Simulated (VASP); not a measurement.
# Ga3N4 in VASP: further runs

Runs on Ga3N4. Level: PBE. Tasks: single point.

Program: VASP 6.6.1. These are calculated values, not measurements. Logs are shortened: lines on timing, memory, paths and dates and some standing lists are left out, and cuts for length are marked.

## 1. The cell of the first run

The cell holds a slab with vacuum, 7 atoms: a = 3.217 Å, b = 3.217 Å, c = 21.220 Å, α = 90.00°, β = 90.00°, γ = 90.00°.

## 2. Single point, PBE, collinear spin

INCAR reads:

```
SYSTEM = Ga3N4
PREC = Accurate
ENCUT = 520
EDIFF = 1E-6
ISMEAR = 0
SIGMA = 0.05
LREAL = .False.
LASPH = .True.
NELM = 150
ALGO = Fast
ISIF = 2
LWAVE = .False.
LCHARG = .False.
ISPIN = 2
MAGMOM = 0 0 0 3 0 0 0
LORBIT = 11
LDIPOL = .True.
IDIPOL = 3
DIPOL = 0.5 0.5 0.354
GGA = PE
NBANDS = 42
```

KPOINTS reads:

```
regular mesh
0
Gamma
  8 8 1
  0 0 0
```

POSCAR reads:

```
Ga3N4
1.0
    3.2165072845      0.0000000000      0.0000000000
    0.0000000000      3.2165072845      0.0000000000
    0.0000000000      0.0000000000     21.2198072894
N Ga
4 3
Direct
    0.0000000000      0.5000000000      0.1885031257
    0.5000000000      0.0000000000      0.2956866680
    0.0000000000      0.5000000000      0.4029970640
    0.5000000000      0.5000000000      0.5457400755
    0.5000000000      0.5000000000      0.2420948968
    0.0000000000      0.0000000000      0.3470972838
    0.5000000000      0.5000000000      0.4580535137
```

Potentials or basis: VASP PAW PBE potentials, release 64 (N, Ga_d).

Launch:

```console
$ cat potpaw_PBE.64/N/POTCAR potpaw_PBE.64/Ga_d/POTCAR > POTCAR
$ mpirun -np 1 vasp_std > vasp.out
```

OUTCAR:

```text
SYSTEM = Ga3N4
   PREC = Accurate
   ENCUT = 520
   EDIFF = 1E-6
   ISMEAR = 0
   LREAL = .False.
   LASPH = .True.
   NELM = 150
   ISIF = 2
   ISPIN = 2
   LORBIT = 11
   GGA = PE

 ion  position               nearest neighbor table
   1  0.000  0.500  0.189-   5 1.97   5 1.97
   2  0.500  0.000  0.296-   6 1.94   6 1.94   5 1.97   5 1.97
   3  0.000  0.500  0.403-   7 1.99   7 1.99   6 2.00   6 2.00
   4  0.500  0.500  0.546-   7 1.86
   5  0.500  0.500  0.242-   1 1.97   1 1.97   2 1.97   2 1.97
   6  0.000  0.000  0.347-   2 1.94   2 1.94   3 2.00   3 2.00
   7  0.500  0.500  0.458-   4 1.86   3 1.99   3 1.99

  LATTYP: Found a simple tetragonal cell.
 ALAT       =     3.2165072845
 C/A-ratio  =     6.5971581633

  Lattice vectors:

 A1 = (   3.2165072845,   0.0000000000,   0.0000000000)
 A2 = (   0.0000000000,   3.2165072845,   0.0000000000)
 A3 = (   0.0000000000,   0.0000000000,  21.2198072894)

Analysis of symmetry for initial positions (statically):
=====================================================================
 Subroutine PRICEL returns:
 Original cell was already a primitive cell.

 Routine SETGRP: Setting up the symmetry group for a
 simple tetragonal supercell.

 Subroutine GETGRP returns: Found  4 space group operations
 (whereof  4 operations were pure point group operations)
 out of a pool of 16 trial point group operations.

The static configuration has the point symmetry C_2v.

Analysis of symmetry for dynamics (positions and initial velocities):
=====================================================================
 Subroutine PRICEL returns:
 Original cell was already a primitive cell.

 Routine SETGRP: Setting up the symmetry group for a
 simple tetragonal supercell.

 Subroutine GETGRP returns: Found  4 space group operations
 (whereof  4 operations were pure point group operations)
 out of a pool of 16 trial point group operations.

The dynamic configuration has the point symmetry C_2v.

Analysis of structural, dynamic, and magnetic symmetry:
=====================================================================
 Subroutine PRICEL returns:
 Original cell was already a primitive cell.

 Routine SETGRP: Setting up the symmetry group for a
 simple tetragonal supercell.

 Subroutine GETGRP returns: Found  4 space group operations
 (whereof  4 operations were pure point group operations)
 out of a pool of 16 trial point group operations.

The overall configuration has the point symmetry C_2v.

 Subroutine INISYM returns: Found  4 space group operations
 (whereof  4 operations are pure point group operations),
 and found     1 'primitive' translations

----------------------------------------------------------------------------------------

                                     Primitive cell

  volume of cell :     219.5384

  direct lattice vectors                    reciprocal lattice vectors
     3.216507285  0.000000000  0.000000000     0.310896234  0.000000000  0.000000000
     0.000000000  3.216507285  0.000000000     0.000000000  0.310896234  0.000000000
     0.000000000  0.000000000 21.219807289     0.000000000  0.000000000  0.047125781

  length of vectors
     3.216507285  3.216507285 21.219807289     0.310896234  0.310896234  0.047125781

  position of ions in fractional coordinates (direct lattice)
     0.000000000  0.500000000  0.188503126
     0.500000000  0.000000000  0.295686668
     0.000000000  0.500000000  0.402997064
     0.500000000  0.500000000  0.545740075
     0.500000000  0.500000000  0.242094897
     0.000000000  0.000000000  0.347097284
     0.500000000  0.500000000  0.458053514

  ion indices of the primitive-cell ions
   primitive index   ion index
                 1           1
                 2           2
                 3           3
                 4           4
                 5           5
                 6           6
                 7           7

[... 56 lines left out ...]
   dimension x,y,z NGXF=    48 NGYF=   48 NGZF=  320
   ions per type =               4   3
   NGX,Y,Z   is equivalent  to a cutoff of  12.40, 12.40, 12.54 a.u.
   NGXF,Y,Z  is equivalent  to a cutoff of  24.81, 24.81, 25.07 a.u.
 SYSTEM =  Ga3N4
   PREC   = accura    normal or accurate (medium, high low for compatibility)
   ISTART =      0    job   : 0-new  1-cont  2-samecut
   ICHARG =      2    charge: 1-file 2-atom 10-const
   ISPIN  =      2    spin polarized calculation?
   LNONCOLLINEAR =      F non collinear calculations
   LSORBIT =      F    spin-orbit coupling
   LASPH  =      T    aspherical Exc in radial PAW
   ENCUT  =  520.0 eV  38.22 Ry    6.18 a.u.   5.98  5.98 39.45*2*pi/ulx,y,z
   NELM   =    150;   NELMIN=  2; NELMDL= -5     # of ELM steps
   EDIFF  = 0.1E-05   stopping-criterion for ELM
   LREAL  =      F    real-space projection
   EDIFFG = 0.1E-04   stopping-criterion for IOM
   NSW    =      0    number of steps for IOM
   IBRION =     -1    ionic relax: 0-MD 1-quasi-New 2-CG
   NFREE  =      0    steps in history (QN), initial steepest desc. (CG)
   ISIF   =      2    stress and relaxation
   ISYM   =      2    0-nonsym 1-usesym 2-fastsym
   POTIM  = 0.5000    time-step for ionic-motion
   TEBEG  =    0.0;   TEEND  =   0.0 temperature during run
   PSTRESS=    0.0 pullay stress
   NELECT =      59.0000    total number of electrons
   NUPDOWN=      -1.0000    fix difference up-down
   EMIN   =  10.00;   EMAX   =-10.00  energy-range for DOS
   EFERMI =   0.00;   METHOD = LEGACY
   ISMEAR =     0;   SIGMA  =   0.05  broadening in eV -4-tet -1-fermi 0-gaus
   EFERMI_NEDOS =   21; number of points for ismear=-14 and -15
   IALGO  =     68    algorithm
   IMIX   =      4    mixing-type and parameters
     AMIX     =   0.40;   BMIX     =  1.00
     AMIX_MAG =   1.60;   BMIX_MAG =  1.00
  volume/ion in A,a.u.               =      31.36       211.65
  Fermi-wavevector in a.u.,A,eV,Ry     =   1.056466  1.996430 15.185726  1.116119
  Thomas-Fermi vector in A             =   2.191702
   LORBIT       =     11    0 simple, 1 ext, 2 COOP (PROOUT), +10 PAW based schemes
   GGA     = PE    functional components
   LHFCALC =     F    Hartree Fock is set to
   AEXX    =    0.0000 exact exchange contribution
   IVDW    =     0    specifies the selected vdW correction
   LEPSILON=     F    determine dielectric tensor
   LRPA    =     F    only Hartree local field effects (RPA)
 spin polarized calculation
 RMM-DIIS sequential band-by-band and
 Gauss-broadening in eV      SIGMA  =   0.05
  energy-cutoff  :      520.00
  volume of cell :      219.54
 maximum number of plane-waves:      5966
   NGX = 11   NGY = 11   NGZ = 79

 number of electron      59.0000025 magnetization       1.8589145

 dipolmoment           0.000000      0.000000     -0.005216 electrons x Angstroem

 Free energy of the ion-electron system (eV)
  ---------------------------------------------------
  ext. energy  EPLUGINS =         0.00000000
  ---------------------------------------------------
  free energy    TOTEN  =       -36.38145801 eV

  energy without entropy =      -36.37607800  energy(sigma->0) =      -36.37876800

 E-fermi :  -3.0981     XC(G=0):  -5.0671

 val. band max:       -3.1053413148   @ k =  -0.2500   0.3750   0.0000
 cond. band min:      -3.0935336446   @ k =   0.5000   0.2500   0.0000
 fundamental gap:      0.0118076702
 Fermi energy:        -3.0980691816

 spin component 1

 k-point     1 :       0.0000    0.0000    0.0000
  band No.  band energies     occupation
      1     -19.3417      1.00000
      2     -18.8244      1.00000
      3     -18.2332      1.00000
      4     -17.5103      1.00000
      5     -17.4552      1.00000
      6     -17.4521      1.00000
[... 1045 lines left out ...]
     40       5.6669      0.00000
     41       7.2314      0.00000

 [... further k-points ...]

 spin component 2

 k-point     1 :       0.0000    0.0000    0.0000
  band No.  band energies     occupation
      1     -19.2981      1.00000
      2     -18.7776      1.00000
      3     -17.7853      1.00000
      4     -17.5191      1.00000
      5     -17.4487      1.00000
      6     -17.4359      1.00000
[... 1045 lines left out ...]
     40       5.6822      0.00000
     41       7.3187      0.00000

 [... further k-points ...]

 [bands above 41 left out]

------------------------ aborting loop because EDIFF is reached ----------------------------------------

 vacuum level on the upper side and lower side of the slab       (xc-potential included)        -0.042         0.048

  FORCE on cell =-STRESS in cart. coord.  units (eV):
  Direction    XX          YY          ZZ          XY          YZ          ZX
  --------------------------------------------------------------------------------------
  -------------------------------------------------------------------------------------
  Total       -0.0859811     -0.8396914     -1.5975282      0.0000000      0.0000000      0.0000000
  in kB       -0.6274844     -6.1280141    -11.6586590      0.0000000      0.0000000      0.0000000
  external PRESSURE =      -6.1380525 kB  Pullay stress =       0.0000000 kB

 VOLUME and BASIS-vectors are now :
 -----------------------------------------------------------------------------
  energy-cutoff  :      520.00
  volume of cell :      219.54
      direct lattice vectors                 reciprocal lattice vectors
     3.216507285  0.000000000  0.000000000     0.310896234  0.000000000  0.000000000
     0.000000000  3.216507285  0.000000000     0.000000000  0.310896234  0.000000000
     0.000000000  0.000000000 21.219807289     0.000000000  0.000000000  0.047125781

 POSITION                                       TOTAL-FORCE (eV/Angst)
 -----------------------------------------------------------------------------------
      0.00000      1.60825      4.00000         0.000000      0.000000      1.606211
      1.60825      0.00000      6.27441         0.000000      0.000000      0.627811
      0.00000      1.60825      8.55152         0.000000      0.000000      0.434794
      1.60825      1.60825     11.58050         0.000000      0.000000      0.034146
      1.60825      1.60825      5.13721         0.000000      0.000000     -2.286456
      0.00000      0.00000      7.36534         0.000000      0.000000      0.094626
      1.60825      1.60825      9.71981         0.000000      0.000000     -0.511132
 -----------------------------------------------------------------------------------
    total drift:                                0.000000     -0.000000     -0.000919

  FREE ENERGIE OF THE ION-ELECTRON SYSTEM (eV)
  ---------------------------------------------------
  free  energy   TOTEN  =       -36.3814580054 eV

  energy  without entropy=      -36.3760780010  energy(sigma->0) =      -36.37876800

 vacuum level on the upper side and lower side of the slab         4.863         4.955

 total charge

# of ion       s       p       d       tot
------------------------------------------
    1        1.312   2.153   0.000   3.465
    2        1.237   2.486   0.000   3.723
    3        1.238   2.449   0.000   3.687
    4        1.353   2.042   0.000   3.395
    5        0.793   0.865  10.143  11.801
    6        0.790   0.854  10.159  11.803
    7        0.880   0.806  10.081  11.767
--------------------------------------------------
tot          7.602  11.656  30.383  49.641

 magnetization (x)

# of ion       s       p       d       tot
------------------------------------------
    1        0.008   0.107   0.000   0.115
    2        0.001   0.041   0.000   0.043
    3       -0.000   0.013   0.000   0.013
    4        0.026   1.090   0.000   1.117
    5        0.002   0.005   0.013   0.019
    6       -0.003   0.002   0.001   0.000
    7       -0.024  -0.032   0.030  -0.026
--------------------------------------------------
tot          0.011   1.226   0.044   1.281
```

Run time: 25 min. Hardware: 1 thread of Oxide Virtual Turin-like, shared host; peak memory 0.53 GiB.

Results:

- Free energy: -36.3815 eV
- Largest force: 2.286 eV/Å
- Net moment: 1.86 μB per cell
- Site moments: N +0.12, +0.04, +0.01, +1.12; Ga +0.02, +0.00, -0.03 μB
- Valence electrons inside the program's atomic spheres: N 3.46, 3.72, 3.69, 3.40; Ga 11.80, 11.77 (each value once)

Forces on the atoms (eV/Å):
```
N    0.000  0.000  1.606
N    0.000  0.000  0.628
N    0.000  0.000  0.435
N    0.000  0.000  0.034
Ga   0.000  0.000 -2.286
Ga   0.000  0.000  0.095
Ga   0.000  0.000 -0.511
```

## 3. Single point, PBE, collinear spin

INCAR reads:

```
PREC = Accurate ; ENCUT = 520
EDIFF = 1E-6 ; ISMEAR = 0
SIGMA = 0.05 ; LREAL = False
LASPH = True ; NELM = 150
ALGO = Normal ; ISIF = 2
LWAVE = False ; LCHARG = False
ISPIN = 2 ; MAGMOM = 0 0 0 3 0 0 0
LORBIT = 11 ; LDIPOL = True
IDIPOL = 3 ; DIPOL = 0.5 0.5 0.350
GGA = PE ; NBANDS = 42
```

KPOINTS reads:

```
Automatic mesh
0
Gamma
  8 8 1
```

Edit POSCAR of step 2 so:

```diff
@@ -11,3 +11,3 @@
     0.0000000000      0.5000000000      0.4029970640
-    0.5000000000      0.5000000000      0.5457400755
+    1.0000000000      0.5000000000      0.5142678487
     0.5000000000      0.5000000000      0.2420948968
```

Potentials or basis: VASP PAW PBE potentials, release 64 (N, Ga_d).

Launch:

```console
$ cat potpaw_PBE.64/N/POTCAR potpaw_PBE.64/Ga_d/POTCAR > POTCAR
$ mpirun -np 1 vasp_std > vasp.out
```

Run time: 22 min. Hardware: 1 thread of Oxide Virtual Turin-like, shared host; peak memory 0.53 GiB.

The run converged. Its results:

* Free energy: -36.5326 eV
* Largest force: 2.251 eV/Å
* Net moment: 1.75 μB per cell
* Site moments: N +0.07, +0.06, +0.16, +0.99; Ga +0.02, -0.03 (each value once) μB
* Valence electrons inside the program's atomic spheres: N 3.46, 3.72, 3.69 (each value once); Ga 11.80, 11.81, 11.69

Forces in eV/Å, atoms in the order of the input:
```
N    0.000  0.000  1.586
N    0.000  0.000  0.575
N    0.000  0.000 -1.768
N    0.000  0.000  0.140
Ga   0.000  0.000 -2.251
Ga   0.000  0.000  0.025
Ga   0.000  0.000  1.693
```

Levels at points of the mesh, in eV from the Fermi level:
Spin up:
```csv
k point,band 28,band 29,band 30,band 31,band 32,band 33
"(0.00, 0.00, 0.00)",-0.69,-0.48,-0.12,0.65,0.97,3.00
"(0.50, 0.00, 0.00)",-1.10,-0.57,-0.36,1.25,3.69,4.64
"(0.00, 0.50, 0.00)",-0.59,-0.49,-0.35,-0.22,2.90,3.48
"(0.50, 0.50, 0.00)",-2.08,-1.21,-0.59,-0.38,0.43,4.34
```
Spin down:
| k point | band 24 | band 25 | band 26 | band 27 | band 28 | band 29 | band 30 | band 31 | band 32 | band 33 |
| --- | --- | --- | --- | --- | --- | --- | --- | --- | --- | --- |
| (0.00, 0.00, 0.00) | -2.03 | -1.64 | -0.91 | -0.16 | 0.21 | 0.53 | 0.66 | 1.19 | 1.44 | 3.22 |
| (0.50, 0.00, 0.00) | -3.11 | -1.84 | -1.80 | -1.51 | -0.31 | 0.76 | 1.49 | 1.71 | 3.89 | 4.82 |
| (0.00, 0.50, 0.00) | -2.33 | -1.82 | -1.72 | -0.74 | -0.15 | 0.04 | 0.35 | 1.04 | 3.38 | 3.97 |
| (0.50, 0.50, 0.00) | -3.59 | -3.56 | -3.17 | -2.54 | -0.82 | -0.52 | -0.20 | 0.16 | 1.53 | 4.64 |
